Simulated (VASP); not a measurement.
Input of a VASP 6.6.1 run:

File INCAR:

```
SYSTEM = Pt
  PREC = Accurate
  ENCUT = 520
  EDIFF = 1E-7
  ISMEAR = -1
  SIGMA = 0.1
  LREAL = .False.
  LASPH = .True.
  NELM = 100
  ALGO = Normal
  ISIF = 2
  LWAVE = .False.
  LCHARG = .False.
  GGA = PS
  NBANDS = 28
```

The input KPOINTS:

```
regular mesh
0
Gamma
  15 15 4
  0 0 0
```

The input POSCAR:

```
Pt
1.0
    2.6794744570      0.0000000000      0.0000000000
   -1.3397372285      2.3204929485      0.0000000000
    0.0000000000      0.0000000000      8.9350846275
Pt
4
Direct
    1.0000000000      0.0000000000      0.0000000000
    1.0000000000      0.0000000000      0.5000000000
    0.3333333333      0.6666666667      0.2500000000
    0.6666666667      0.3333333333      0.7500000000
```

Potentials or basis: VASP PAW PBE potentials, release 64 (Pt).

Launch:

```sh
$ cat potpaw_PBE.64/Pt/POTCAR > POTCAR
$ mpirun -np 1 vasp_std > vasp.out
```

(1) Estimate the pressure.

(2) Estimate the band gap on the k mesh.

Results:

(1) 29.1 GPa.

(2) zero (band 20 reaches 13.23 eV, above the bottom of band 21 at 11.66 eV).

Caveat: the PAW data sets were made with another functional, which shifts forces and pressure a little; spin-orbit coupling is left out, which moves the levels of the heavy elements.
